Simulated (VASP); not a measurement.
## ZrSi2: single point with PBE

ZrSi2:

```
CELL_PARAMETERS angstrom
1.77938 -6.86415 0.00000
1.77938 6.86415 0.00000
0.00000 0.00000 3.54949
ATOMIC_POSITIONS crystal
Zr 0.89719 0.10281 0.75000
Zr 0.10281 0.89719 0.25000
Si 0.55720 0.44280 0.75000
Si 0.44280 0.55720 0.25000
Si 0.25018 0.74982 0.75000
Si 0.74982 0.25018 0.25000
```

```yaml
Program: VASP 6.6.1
Task: single point
Functional: PBE
Potentials_or_basis: VASP PAW PBE potentials, release 64 (Zr_sv, Si)
Cutoff: 520 eV
k_mesh: 10 × 10 × 10
Occupations: gaussian, width 0.1 eV
Spin: no spin polarisation
Dipole_correction: no
Further_INCAR_settings: ALGO = Normal; EDIFF = 1e-06; NBANDS = 29
```

```json
{
 "Pressure": "25.1 GPa",
 "Largest force": "0.012 eV/Å",
 "Band gap on the k mesh": "zero (band 20 reaches 12.76 eV, above the bottom of band 21 at 11.32 eV)"
}
```

Forces in eV/Å, atoms in the order of the input:
```
Zr   0.000  0.002  0.000
Zr   0.000 -0.002  0.000
Si   0.000  0.012  0.000
Si   0.000 -0.012  0.000
Si   0.000 -0.001  0.000
Si   0.000  0.001  0.000
```

Levels at points of the mesh, in eV from the Fermi level:
```csv
k point,band 18,band 19,band 20,band 21,band 22,band 23
"(0.00, 0.00, 0.00)",-2.39,-2.24,0.49,0.98,1.35,1.67
"(0.50, 0.00, 0.00)",-1.54,-0.93,-0.65,-0.57,1.24,1.34
"(0.50, 0.50, 0.00)",-1.87,-1.40,0.86,0.92,1.23,1.38
"(0.00, 0.00, 0.50)",-2.21,-0.05,-0.05,0.68,0.68,1.77
"(0.50, 0.00, 0.50)",-3.12,-2.45,-2.45,2.63,2.63,3.52
"(0.50, 0.50, 0.50)",-2.64,-1.12,-1.12,0.39,0.39,2.64
```

Wall time 11 min on 1 thread of Intel(R) Xeon(R) Platinum 8488C (Sapphire Rapids) (shared host), peak memory 0.53 GiB.
